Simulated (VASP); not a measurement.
# AlP in VASP: notebook

AlP is run at these levels: PBE; tasks: single point.

Everything below comes from runs of VASP 6.6.1. Logs are shortened: lines on timing, memory, paths and dates and some standing lists are left out, and cuts for length are marked.

## 1. The cell of the first run

The cell holds a slab with vacuum, 10 atoms: a = 3.894 Å, b = 3.894 Å, c = 27.390 Å, α = 90.00°, β = 90.00°, γ = 90.00°.

## 2. Single point, PBE

Input file INCAR:

```
SYSTEM = AlP
  PREC = Accurate
  ENCUT = 520
  EDIFF = 1E-6
  ISMEAR = 0
  SIGMA = 0.05
  LREAL = .False.
  LASPH = .True.
  NELM = 80
  ALGO = Normal
  ISIF = 2
  LWAVE = .False.
  LCHARG = .False.
  LDIPOL = .True.
  IDIPOL = 3
  DIPOL = 0.5 0.5 0.500
  GGA = PE
  NBANDS = 31
```

Input file KPOINTS:

```
Automatic mesh
0
Gamma
  7 7 1
  0 0 0
```

Input file POSCAR:

```
AlP
1.0
    3.8938964222      0.0000000000      0.0000000000
    0.0000000000      3.8938964222      0.0000000000
    0.0000000000      0.0000000000     27.3903025442
P Al
5 5
Direct
    0.0000000000      0.5000000000      0.2738195384
    0.5000000000      0.0000000000      0.3743441880
    0.0000000000      0.5000000000      0.4748688376
    0.5000000000      0.0000000000      0.5753934872
    0.0000000000      0.5000000000      0.6759181368
    0.5000000000      0.5000000000      0.3240818632
    0.0000000000      0.0000000000      0.4246065128
    0.5000000000      0.5000000000      0.5251311624
    0.0000000000      0.0000000000      0.6256558120
    0.5000000000      0.5000000000      0.7261804616
```

Potentials or basis: VASP PAW PBE potentials, release 64 (P, Al).

Command:

```sh
cat potpaw_PBE.64/P/POTCAR potpaw_PBE.64/Al/POTCAR > POTCAR
mpirun -np 1 vasp_std > vasp.out
```

OUTCAR:

```text
SYSTEM = AlP
   PREC = Accurate
   ENCUT = 520
   EDIFF = 1E-6
   ISMEAR = 0
   LREAL = .False.
   LASPH = .True.
   NELM = 80
   ISIF = 2
   GGA = PE

 ion  position               nearest neighbor table
   1  0.000  0.500  0.274-   6 2.38   6 2.38
   2  0.500  0.000  0.374-   7 2.38   7 2.38   6 2.38   6 2.38
   3  0.000  0.500  0.475-   7 2.38   8 2.38   7 2.38   8 2.38
   4  0.500  0.000  0.575-   9 2.38   9 2.38   8 2.38   8 2.38
   5  0.000  0.500  0.676-   9 2.38  10 2.38   9 2.38  10 2.38
   6  0.500  0.500  0.324-   1 2.38   2 2.38   2 2.38   1 2.38
   7  0.000  0.000  0.425-   2 2.38   2 2.38   3 2.38   3 2.38
   8  0.500  0.500  0.525-   3 2.38   4 2.38   4 2.38   3 2.38
   9  0.000  0.000  0.626-   4 2.38   4 2.38   5 2.38   5 2.38
  10  0.500  0.500  0.726-   5 2.38   5 2.38

  LATTYP: Found a simple tetragonal cell.
 ALAT       =     3.8938964222
 C/A-ratio  =     7.0341631041

  Lattice vectors:

 A1 = (   3.8938964222,   0.0000000000,   0.0000000000)
 A2 = (   0.0000000000,   3.8938964222,   0.0000000000)
 A3 = (   0.0000000000,   0.0000000000,  27.3903025442)

Analysis of symmetry for initial positions (statically):
=====================================================================
 Subroutine PRICEL returns:
 Original cell was already a primitive cell.

 Routine SETGRP: Setting up the symmetry group for a
 simple tetragonal supercell.

 Subroutine GETGRP returns: Found  4 space group operations
 (whereof  4 operations were pure point group operations)
 out of a pool of 16 trial point group operations.

The static configuration has the point symmetry C_2v.

Analysis of symmetry for dynamics (positions and initial velocities):
=====================================================================
 Subroutine PRICEL returns:
 Original cell was already a primitive cell.

 Routine SETGRP: Setting up the symmetry group for a
 simple tetragonal supercell.

 Subroutine GETGRP returns: Found  4 space group operations
 (whereof  4 operations were pure point group operations)
 out of a pool of 16 trial point group operations.

The dynamic configuration has the point symmetry C_2v.

[... 113 lines left out ...]
   POTIM  = 0.5000    time-step for ionic-motion
   TEBEG  =    0.0;   TEEND  =   0.0 temperature during run
   PSTRESS=    0.0 pullay stress
   NELECT =      40.0000    total number of electrons
   NUPDOWN=      -1.0000    fix difference up-down
   EMIN   =  10.00;   EMAX   =-10.00  energy-range for DOS
   EFERMI =   0.00;   METHOD = LEGACY
   ISMEAR =     0;   SIGMA  =   0.05  broadening in eV -4-tet -1-fermi 0-gaus
   EFERMI_NEDOS =   21; number of points for ismear=-14 and -15
   IALGO  =     38    algorithm
   IMIX   =      4    mixing-type and parameters
     AMIX     =   0.40;   BMIX     =  1.00
     AMIX_MAG =   1.60;   BMIX_MAG =  1.00
  volume/ion in A,a.u.               =      41.53       280.26
  Fermi-wavevector in a.u.,A,eV,Ry     =   0.750423  1.418094  7.661918  0.563135
  Thomas-Fermi vector in A             =   1.847171
   LORBIT       =      0    0 simple, 1 ext, 2 COOP (PROOUT), +10 PAW based schemes
   GGA     = PE    functional components
   LHFCALC =     F    Hartree Fock is set to
   AEXX    =    0.0000 exact exchange contribution
   IVDW    =     0    specifies the selected vdW correction
   LEPSILON=     F    determine dielectric tensor
   LRPA    =     F    only Hartree local field effects (RPA)
 non-spin polarized calculation
 Gauss-broadening in eV      SIGMA  =   0.05
  energy-cutoff  :      520.00
  volume of cell :      415.30
 maximum number of plane-waves:     11206
 NGX is ok and might be reduce to    30
   NGX = 15   NGY = 15   NGZ =101

 number of electron      40.0000007 magnetization

 dipolmoment           0.000000      0.000000     -0.136522 electrons x Angstroem

 Free energy of the ion-electron system (eV)
  ---------------------------------------------------
  ext. energy  EPLUGINS =         0.00000000
  ---------------------------------------------------
  free energy    TOTEN  =       -47.36648072 eV

  energy without entropy =      -47.35684199  energy(sigma->0) =      -47.36166135

 E-fermi :  -0.3700     XC(G=0):  -5.2870

 val. band max:       -0.3714372742   @ k =   0.0000   0.0000   0.0000
 cond. band min:      -0.3654058891   @ k =   0.1429   0.1429   0.0000
 fundamental gap:      0.0060313851
 Fermi energy:        -0.3700005725

 k-point     1 :       0.0000    0.0000    0.0000
  band No.  band energies     occupation
      1     -12.2429      2.00000
      2     -11.7021      2.00000
      3     -11.1045      2.00000
      4     -10.4342      2.00000
      5      -9.3201      2.00000
      6      -5.9886      2.00000
[... 533 lines left out ...]
     30       3.9947      0.00000
     31       4.4179      0.00000

------------------------ aborting loop because EDIFF is reached ----------------------------------------

 vacuum level on the upper side and lower side of the slab       (xc-potential included)        -0.979         0.606

  FORCE on cell =-STRESS in cart. coord.  units (eV):
  Direction    XX          YY          ZZ          XY          YZ          ZX
  --------------------------------------------------------------------------------------
  -------------------------------------------------------------------------------------
  Total       -0.8318095     -2.6839076      0.0403113      0.0000000      0.0000000      0.0000000
  in kB       -3.2089936    -10.3541042      0.1555147      0.0000000      0.0000000      0.0000000
  external PRESSURE =      -4.4691943 kB  Pullay stress =       0.0000000 kB

 VOLUME and BASIS-vectors are now :
 -----------------------------------------------------------------------------
  energy-cutoff  :      520.00
  volume of cell :      415.30
      direct lattice vectors                 reciprocal lattice vectors
     3.893896422  0.000000000  0.000000000     0.256812173  0.000000000  0.000000000
     0.000000000  3.893896422  0.000000000     0.000000000  0.256812173  0.000000000
     0.000000000  0.000000000 27.390302544     0.000000000  0.000000000  0.036509272

 POSITION                                       TOTAL-FORCE (eV/Angst)
 -----------------------------------------------------------------------------------
      0.00000      1.94695      7.50000         0.000000      0.000000      0.267526
      1.94695      0.00000     10.25340         0.000000      0.000000      0.318569
      0.00000      1.94695     13.00680         0.000000      0.000000      0.223783
      1.94695      0.00000     15.76020         0.000000      0.000000      0.216443
      0.00000      1.94695     18.51360         0.000000      0.000000     -0.027684
      1.94695      1.94695      8.87670         0.000000      0.000000     -0.397184
      0.00000      0.00000     11.63010         0.000000      0.000000     -0.310891
      1.94695      1.94695     14.38350         0.000000      0.000000     -0.206038
      0.00000      0.00000     17.13690         0.000000      0.000000     -0.277473
      1.94695      1.94695     19.89030         0.000000      0.000000      0.192949
 -----------------------------------------------------------------------------------
    total drift:                                0.000000     -0.000000      0.000057

  FREE ENERGIE OF THE ION-ELECTRON SYSTEM (eV)
  ---------------------------------------------------
  free  energy   TOTEN  =       -47.3664807171 eV

  energy  without entropy=      -47.3568419917  energy(sigma->0) =      -47.36166135

 vacuum level on the upper side and lower side of the slab         4.330         5.934
```

Run time: 4.9 min. Hardware: 1 thread of Intel Xeon 6975P-C (Granite Rapids), shared host; peak memory 0.52 GiB.

Results:

* Free energy: -47.3665 eV
* Largest force: 0.397 eV/Å
* Band gap on the k mesh: zero (bands 20 and 21 overlap by 0.06 eV)

Forces in eV/Å, atoms in the order of the input:
```
P    0.000  0.000  0.268
P    0.000  0.000  0.319
P    0.000  0.000  0.224
P    0.000  0.000  0.216
P    0.000  0.000 -0.028
Al   0.000  0.000 -0.397
Al   0.000  0.000 -0.311
Al   0.000  0.000 -0.206
Al   0.000  0.000 -0.277
Al   0.000  0.000  0.193
```

## 3. Single point, PBE

Input file INCAR:

```
SYSTEM = AlP
PREC = Accurate
ENCUT = 520
EDIFF = 1E-6
ISMEAR = 0
SIGMA = 0.05
LREAL = .FALSE.
LASPH = .TRUE.
NELM = 80
ALGO = Normal
ISIF = 2
LWAVE = .FALSE.
LCHARG = .TRUE.
LDIPOL = .TRUE.
IDIPOL = 3
DIPOL = 0.5 0.5 0.500
GGA = PE
LELF = .TRUE.
LVHAR = .TRUE.
LVACPOTAV = .TRUE.
NBANDS = 31
```

Input file KPOINTS:

```
regular mesh
0
G
  7 7 1
  0 0 0
```

Input file POSCAR:

```
AlP
1.0
    3.8938964222      0.0000000000      0.0000000000
    0.0000000000      3.8938964222      0.0000000000
    0.0000000000      0.0000000000     27.3903025442
P Al
5 5
Direct
    0.0000000000      0.5000000000      0.2747564113
    0.5000000000      0.0000000000      0.3746592520
    0.0000000000      0.5000000000      0.4749129226
    0.5000000000      0.0000000000      0.5754730073
    0.0000000000      0.5000000000      0.6761794054
    0.5000000000      0.5000000000      0.3231740827
    0.0000000000      0.0000000000      0.4236890844
    0.5000000000      0.5000000000      0.5244198408
    0.0000000000      0.0000000000      0.6248986204
    0.5000000000      0.5000000000      0.7278373729
```

Potentials or basis: VASP PAW PBE potentials, release 64 (P, Al).

Command:

```sh
cat potpaw_PBE.64/P/POTCAR potpaw_PBE.64/Al/POTCAR > POTCAR
mpirun -np 1 vasp_std > vasp.out
```

Run time: 5.5 min. Hardware: 1 thread of Intel Xeon 6975P-C (Granite Rapids), shared host; peak memory 0.52 GiB.

It converged, with:

```
Free energy            : -47.3895 eV
Largest force          : 0.010 eV/Å
Band gap on the k mesh : zero (bands 20 and 21 overlap by 0.02 eV)
```

Forces on the atoms (eV/Å):
```
P    0.000  0.000  0.005
P    0.000  0.000  0.002
P    0.000  0.000 -0.003
P    0.000  0.000 -0.004
P    0.000  0.000  0.009
Al   0.000  0.000  0.008
Al   0.000  0.000 -0.008
Al   0.000  0.000  0.001
Al   0.000  0.000  0.000
Al   0.000  0.000 -0.010
```

Levels at points of the mesh, in eV from the Fermi level:
```
           k point  band 17  band 18  band 19  band 20  band 21  band 22  band 23  band 24
(0.00, 0.00, 0.00)    -0.73    -0.42    -0.24     0.00     1.06     1.32     1.85     2.30
```
